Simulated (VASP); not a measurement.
Here is a VASP 6.6.1 calculation.

File INCAR:

```
ALGO     = Normal         # electronic algorithm
EDIFF    = 1E-8           # SCF threshold, eV
ENCUT    = 520            # plane-wave cutoff, eV
GGA      = PE             # functional
IBRION   = 8              # ionic algorithm
ISIF     = 2              # what is computed and relaxed
ISMEAR   = -1             # smearing method
LASPH    = True           # aspherical terms in the spheres
LCHARG   = False          # write CHGCAR
LREAL    = False          # projectors in reciprocal space
LWAVE    = False          # write WAVECAR
NBANDS   = 14             # bands
NELM     = 80             # most SCF steps
NSW      = 1              # ionic steps
PREC     = Accurate       # precision mode
SIGMA    = 0.05           # smearing width, eV
```

The input KPOINTS:

```
k-points
0
Gamma
  7 7 7
```

POSCAR

```
HfB
1.0
    0.0000000000      2.3100000000      2.3100000000
    2.3100000000      0.0000000000      2.3100000000
    2.3100000000      2.3100000000      0.0000000000
Hf B
1 1
Direct
    0.5000000000      0.5000000000      0.5000000000
    0.0000000000      0.0000000000      0.0000000000
```

Potentials or basis: VASP PAW PBE potentials, release 64 (Hf_pv, B).

Launch:

```sh
$ cat potpaw_PBE.64/Hf_pv/POTCAR potpaw_PBE.64/B/POTCAR > POTCAR
$ mpirun -np 1 vasp_std > vasp.out
```

Task: Estimate the highest phonon frequency at Γ, LO-TO splitting left out.

Result: 533 cm⁻¹.

Phonon frequencies in cm⁻¹ (negative: imaginary):
| q point | frequencies |
| --- | --- |
| (0.000, 0.000, 0.000) | 0 0 0 533 533 533 |

Caveat: the cell wasn't relaxed at this level first, which shifts response properties.
